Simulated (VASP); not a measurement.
# MnHg (Pm-3m) in VASP: notebook

MnHg is run at these levels: LDA, PBE; tasks: single point.

Everything below comes from runs of VASP 6.6.1. Logs are shortened: lines on timing, memory, paths and dates and some standing lists are left out, and cuts for length are marked.

## Step 1: The cell of the first run

The structure is cubic, space group Pm-3m (No. 221). Conventional cell: a = 3.315 Å, b = 3.315 Å, c = 3.315 Å, α = 90.00°, β = 90.00°, γ = 90.00°. Hg (site symmetry m-3m) has 8 Mn at 2.87 Å and 6 Hg at 3.31 Å within 3.8 Å. Within 3.8 Å of Mn (site symmetry m-3m) lie 8 Hg at 2.87 Å and 6 Mn at 3.31 to 3.32 Å.

## Step 2: Single point, LDA, collinear spin, ferromagnetic start

INCAR reads:

```
SYSTEM = MnHg
  PREC = Accurate
  ENCUT = 520
  EDIFF = 1E-6
  ISMEAR = 0
  SIGMA = 0.02
  LREAL = .FALSE.
  LASPH = .TRUE.
  NELM = 150
  ALGO = Fast
  ISIF = 2
  LWAVE = .FALSE.
  LCHARG = .FALSE.
  ISPIN = 2
  MAGMOM = 0 4
  LORBIT = 11
  LMAXMIX = 4
  GGA = CA
  NBANDS = 24
```

KPOINTS reads:

```
regular mesh
0
G
  8 8 8
  0 0 0
```

POSCAR reads:

```
MnHg
1.0
    3.3150000000      0.0000000000      0.0000000000
    0.0000000000      3.3150000000      0.0000000000
    0.0000000000      0.0000000000      3.3150000000
Hg Mn
1 1
Direct
    0.0000000000      0.0000000000      0.0000000000
    0.5000000000      0.5000000000      0.5000000000
```

Potentials or basis: VASP PAW LDA potentials, release 64 (Hg, Mn_pv).

Started as:

```sh
$ cat potpaw_LDA.64/Hg/POTCAR potpaw_LDA.64/Mn_pv/POTCAR > POTCAR
$ mpirun -np 1 vasp_std > vasp.out
```

OUTCAR:

```text
SYSTEM = MnHg
   PREC = Accurate
   ENCUT = 520
   EDIFF = 1E-6
   ISMEAR = 0
   LREAL = .FALSE.
   LASPH = .TRUE.
   NELM = 150
   ISIF = 2
   ISPIN = 2
   LORBIT = 11
   GGA = CA

 ion  position               nearest neighbor table
   1  0.000  0.000  0.000-   2 2.87   2 2.87   2 2.87   2 2.87   2 2.87   2 2.87   2 2.87   2 2.87

   2  0.500  0.500  0.500-   1 2.87   1 2.87   1 2.87   1 2.87   1 2.87   1 2.87   1 2.87   1 2.87

  LATTYP: Found a simple cubic cell.
 ALAT       =     3.3150000000

  Lattice vectors:

 A1 = (   3.3150000000,   0.0000000000,   0.0000000000)
 A2 = (   0.0000000000,   3.3150000000,   0.0000000000)
 A3 = (   0.0000000000,   0.0000000000,   3.3150000000)

Analysis of symmetry for initial positions (statically):
=====================================================================
 Subroutine PRICEL returns:
 Original cell was already a primitive cell.

 Routine SETGRP: Setting up the symmetry group for a
 simple cubic supercell.

 Subroutine GETGRP returns: Found 48 space group operations
 (whereof 48 operations were pure point group operations)
 out of a pool of 48 trial point group operations.

The static configuration has the point symmetry O_h .

Analysis of symmetry for dynamics (positions and initial velocities):
=====================================================================
 Subroutine PRICEL returns:
 Original cell was already a primitive cell.

 Routine SETGRP: Setting up the symmetry group for a
 simple cubic supercell.

 Subroutine GETGRP returns: Found 48 space group operations
 (whereof 48 operations were pure point group operations)
 out of a pool of 48 trial point group operations.

The dynamic configuration has the point symmetry O_h .

Analysis of structural, dynamic, and magnetic symmetry:
=====================================================================
 Subroutine PRICEL returns:
 Original cell was already a primitive cell.

 Routine SETGRP: Setting up the symmetry group for a
 simple cubic supercell.

 Subroutine GETGRP returns: Found 48 space group operations
 (whereof 48 operations were pure point group operations)
 out of a pool of 48 trial point group operations.

The overall configuration has the point symmetry O_h .

 Subroutine INISYM returns: Found 48 space group operations
 (whereof 48 operations are pure point group operations),
 and found     1 'primitive' translations

----------------------------------------------------------------------------------------

                                     Primitive cell

  volume of cell :      36.4293

  direct lattice vectors                    reciprocal lattice vectors
     3.315000000  0.000000000  0.000000000     0.301659125  0.000000000  0.000000000
     0.000000000  3.315000000  0.000000000     0.000000000  0.301659125  0.000000000
     0.000000000  0.000000000  3.315000000     0.000000000  0.000000000  0.301659125

  length of vectors
     3.315000000  3.315000000  3.315000000     0.301659125  0.301659125  0.301659125

  position of ions in fractional coordinates (direct lattice)
     0.000000000  0.000000000  0.000000000
     0.500000000  0.500000000  0.500000000

  ion indices of the primitive-cell ions
   primitive index   ion index
                 1           1
                 2           2

----------------------------------------------------------------------------------------

 KPOINTS: regular mesh

Automatic generation of k-mesh.
 Grid dimensions read from file:
 generate k-points for:    8    8    8

 Generating k-lattice:

  Cartesian coordinates                     Fractional coordinates (reciprocal lattice)
     0.037707391  0.000000000  0.000000000     0.125000000  0.000000000  0.000000000
     0.000000000  0.037707391  0.000000000     0.000000000  0.125000000  0.000000000
     0.000000000  0.000000000  0.037707391     0.000000000  0.000000000  0.125000000

  Length of vectors
     0.037707391  0.037707391  0.037707391

  Shift w.r.t. Gamma in fractional coordinates (k-lattice)
     0.000000000  0.000000000  0.000000000

 Subroutine IBZKPT returns following result:
 ===========================================

 Found     35 irreducible k-points:

 Following reciprocal coordinates:
            Coordinates               Weight
  0.000000  0.000000  0.000000      1.000000
  0.125000  0.000000  0.000000      6.000000
  0.250000  0.000000  0.000000      6.000000
  0.375000  0.000000  0.000000      6.000000
  0.500000  0.000000  0.000000      3.000000
  0.125000  0.125000  0.000000     12.000000
[... 16 lines left out ...]
  0.375000  0.375000  0.125000     24.000000
  0.500000  0.375000  0.125000     24.000000
 [... further k-points ...]
   k-points           NKPTS =     35   k-points in BZ     NKDIM =     35   number of bands    NBANDS=     24
   number of dos      NEDOS =    301   number of ions     NIONS =      2
   total plane-waves  NPLWV =  21952
   dimension x,y,z NGX =    28 NGY =   28 NGZ =   28
   dimension x,y,z NGXF=    56 NGYF=   56 NGZF=   56
   ions per type =               1   1
   NGX,Y,Z   is equivalent  to a cutoff of  14.04, 14.04, 14.04 a.u.
   NGXF,Y,Z  is equivalent  to a cutoff of  28.08, 28.08, 28.08 a.u.
 SYSTEM =  MnHg
   PREC   = accura    normal or accurate (medium, high low for compatibility)
   ISTART =      0    job   : 0-new  1-cont  2-samecut
   ICHARG =      2    charge: 1-file 2-atom 10-const
   ISPIN  =      2    spin polarized calculation?
   LNONCOLLINEAR =      F non collinear calculations
   LSORBIT =      F    spin-orbit coupling
   LASPH  =      T    aspherical Exc in radial PAW
   ENCUT  =  520.0 eV  38.22 Ry    6.18 a.u.   6.16  6.16  6.16*2*pi/ulx,y,z
   NELM   =    150;   NELMIN=  2; NELMDL= -5     # of ELM steps
   EDIFF  = 0.1E-05   stopping-criterion for ELM
   LREAL  =      F    real-space projection
   EDIFFG = 0.1E-04   stopping-criterion for IOM
   NSW    =      0    number of steps for IOM
   IBRION =     -1    ionic relax: 0-MD 1-quasi-New 2-CG
   NFREE  =      0    steps in history (QN), initial steepest desc. (CG)
   ISIF   =      2    stress and relaxation
   ISYM   =      2    0-nonsym 1-usesym 2-fastsym
   POTIM  = 0.5000    time-step for ionic-motion
   TEBEG  =    0.0;   TEEND  =   0.0 temperature during run
   PSTRESS=    0.0 pullay stress
[... 17 lines left out ...]
   IVDW    =     0    specifies the selected vdW correction
   LEPSILON=     F    determine dielectric tensor
   LRPA    =     F    only Hartree local field effects (RPA)
 spin polarized calculation
 RMM-DIIS sequential band-by-band and
 Gauss-broadening in eV      SIGMA  =   0.02
  energy-cutoff  :      520.00
  volume of cell :       36.43
 maximum number of plane-waves:       992
 NGX is ok and might be reduce to    28
   NGX = 13   NGY = 13   NGZ = 13

 number of electron      25.0000011 magnetization       3.7224412

 Free energy of the ion-electron system (eV)
  ---------------------------------------------------
  ext. energy  EPLUGINS =         0.00000000
  ---------------------------------------------------
  free energy    TOTEN  =        -9.88007308 eV

  energy without entropy =       -9.87949710  energy(sigma->0) =       -9.87978509

 E-fermi :   5.1316     XC(G=0): -11.9937

 val. band max:        5.1103504340   @ k =   0.5000   0.1250   0.0000
 cond. band min:       5.1321847880   @ k =   0.3750   0.1250   0.0000
 fundamental gap:      0.0218343540
 Fermi energy:         5.1316303125

 spin component 1

 k-point     1 :       0.0000    0.0000    0.0000
  band No.  band energies     occupation
      1     -44.1699      1.00000
      2     -44.1699      1.00000
      3     -44.1699      1.00000
      4      -4.3855      1.00000
      5      -2.9873      1.00000
      6      -2.9873      1.00000
[... 16 lines left out ...]
     23      22.3148      0.00000
     24      26.0143      0.00000

 k-point     2 :       0.1250    0.0000    0.0000
  band No.  band energies     occupation
      1     -44.1724      1.00000
      2     -44.1697      1.00000
      3     -44.1697      1.00000
      4      -4.1458      1.00000
      5      -2.9479      1.00000
      6      -2.8701      1.00000
[... 16 lines left out ...]
     23      22.2045      0.00000
     24      23.5547      0.00000

 k-point     3 :       0.2500    0.0000    0.0000
  band No.  band energies     occupation
      1     -44.1785      1.00000
      2     -44.1694      1.00000
      3     -44.1694      1.00000
      4      -3.5458      1.00000
      5      -2.8494      1.00000
      6      -2.4550      1.00000
[... 16 lines left out ...]
     23      20.7142      0.00000
     24      21.2963      0.00000
[... 514 lines left out ...]
 k-point    23 :       0.3750    0.3750    0.1250
  band No.  band energies     occupation
      1     -44.1829      1.00000
      2     -44.1828      1.00000
      3     -44.1702      1.00000
      4      -2.9633      1.00000
      5      -2.5871      1.00000
      6      -2.3190      1.00000
[... 16 lines left out ...]
     23      23.6988      0.00000
     24      25.0840      0.00000

 k-point    24 :       0.5000    0.3750    0.1250
  band No.  band energies     occupation
      1     -44.1853      1.00000
      2     -44.1826      1.00000
      3     -44.1700      1.00000
      4      -3.0510      1.00000
      5      -2.5801      1.00000
      6      -2.3754      1.00000
[... 16 lines left out ...]
     23      23.1746      0.00000
     24      25.7401      0.00000

 [... further k-points ...]

 spin component 2

 k-point     1 :       0.0000    0.0000    0.0000
  band No.  band energies     occupation
      1     -40.6264      1.00000
      2     -40.6264      1.00000
      3     -40.6264      1.00000
      4      -4.1175      1.00000
      5      -2.9445      1.00000
      6      -2.9445      1.00000
[... 16 lines left out ...]
     23      22.5054      0.00000
     24      26.7208      0.00000

 k-point     2 :       0.1250    0.0000    0.0000
  band No.  band energies     occupation
      1     -40.6296      1.00000
      2     -40.6263      1.00000
      3     -40.6263      1.00000
      4      -3.8815      1.00000
      5      -2.9131      1.00000
      6      -2.8256      1.00000
[... 16 lines left out ...]
     23      22.4885      0.00000
     24      24.0919      0.00000

 k-point     3 :       0.2500    0.0000    0.0000
  band No.  band energies     occupation
      1     -40.6372      1.00000
      2     -40.6258      1.00000
      3     -40.6258      1.00000
      4      -3.3363      1.00000
      5      -2.8354      1.00000
      6      -2.3568      1.00000
[... 16 lines left out ...]
     23      21.3325      0.00000
     24      21.9432      0.00000
[... 514 lines left out ...]
 k-point    23 :       0.3750    0.3750    0.1250
  band No.  band energies     occupation
      1     -40.6426      1.00000
      2     -40.6423      1.00000
      3     -40.6268      1.00000
      4      -2.8494      1.00000
      5      -2.5392      1.00000
      6      -2.2335      1.00000
[... 16 lines left out ...]
     23      24.1735      0.00000
     24      25.7343      0.00000

 k-point    24 :       0.5000    0.3750    0.1250
  band No.  band energies     occupation
      1     -40.6455      1.00000
      2     -40.6421      1.00000
      3     -40.6265      1.00000
      4      -2.9357      1.00000
      5      -2.5252      1.00000
      6      -2.2932      1.00000
[... 16 lines left out ...]
     23      23.7744      0.00000
     24      26.4211      0.00000

 [... further k-points ...]

------------------------ aborting loop because EDIFF is reached ----------------------------------------

  FORCE on cell =-STRESS in cart. coord.  units (eV):
  Direction    XX          YY          ZZ          XY          YZ          ZX
  --------------------------------------------------------------------------------------
  -------------------------------------------------------------------------------------
  Total       -2.2134480     -2.2134480     -2.2134480      0.0000000      0.0000000     -0.0000000
  in kB      -97.3485109    -97.3485109    -97.3485109      0.0000000      0.0000000     -0.0000000
  external PRESSURE =     -97.3485109 kB  Pullay stress =       0.0000000 kB

 VOLUME and BASIS-vectors are now :
 -----------------------------------------------------------------------------
  energy-cutoff  :      520.00
  volume of cell :       36.43
      direct lattice vectors                 reciprocal lattice vectors
     3.315000000  0.000000000  0.000000000     0.301659125  0.000000000  0.000000000
     0.000000000  3.315000000  0.000000000     0.000000000  0.301659125  0.000000000
     0.000000000  0.000000000  3.315000000     0.000000000  0.000000000  0.301659125

 POSITION                                       TOTAL-FORCE (eV/Angst)
 -----------------------------------------------------------------------------------
      0.00000      0.00000      0.00000         0.000000      0.000000      0.000000
      1.65750      1.65750      1.65750         0.000000      0.000000      0.000000
 -----------------------------------------------------------------------------------
    total drift:                                0.000000      0.000000      0.000000

  FREE ENERGIE OF THE ION-ELECTRON SYSTEM (eV)
  ---------------------------------------------------
  free  energy   TOTEN  =        -9.8800730796 eV

  energy  without entropy=       -9.8794970990  energy(sigma->0) =       -9.87978509

 total charge

# of ion       s       p       d       tot
------------------------------------------
    1        0.816   0.510   9.254  10.580
    2        0.250   6.168   5.013  11.431
--------------------------------------------------
tot          1.066   6.679  14.267  22.011

 magnetization (x)

# of ion       s       p       d       tot
------------------------------------------
    1       -0.039  -0.052   0.041  -0.050
    2        0.017   0.007   3.604   3.628
--------------------------------------------------
tot         -0.022  -0.045   3.645   3.578
```

It took 37 s on 1 thread of Intel Xeon 6975P-C, shared host; peak memory 0.18 GiB.

Results:

```yaml
Free_energy: -9.8801 eV
Pressure: -9.7 GPa
Net_moment: 3.72 μB per cell
Site_moments: Hg -0.05; Mn +3.63 μB
Valence_electrons_inside_the_program's_atomic_spheres: Hg 10.58; Mn 11.43
```

Levels at points of the mesh, in eV from the Fermi level:
Spin up:
```tsv
k point	band 10	band 11	band 12	band 13	band 14	band 15	band 16	band 17	band 18	band 19
(0.00, 0.00, 0.00)	-2.50	-2.50	-1.65	-1.65	-1.65	5.00	5.00	5.00	8.78	11.44
(0.50, 0.00, 0.00)	-4.89	-2.85	-2.37	-2.37	-1.86	-1.15	10.14	10.14	10.81	11.37
(0.50, 0.50, 0.00)	-2.27	-1.68	-1.68	-1.55	-1.52	-1.52	0.89	3.16	11.94	11.94
(0.50, 0.50, 0.50)	-3.40	-3.40	-1.53	-1.53	0.48	4.29	4.29	4.29	4.73	5.10
```
Spin down:
```csv
k point,band 9,band 10,band 11,band 12,band 13,band 14
"(0.00, 0.00, 0.00)",-6.91,0.21,0.21,1.40,1.40,1.40
"(0.50, 0.00, 0.00)",-4.82,-4.32,-0.14,0.38,0.38,1.21
"(0.50, 0.50, 0.00)",-3.38,-1.20,-1.20,0.39,1.24,1.24
"(0.50, 0.50, 0.50)",-1.51,-1.51,-1.51,0.46,1.75,1.75
```

Caveat: spin-orbit coupling is left out, which moves the levels of the heavy elements.

(Continued in part 2 of 2.)
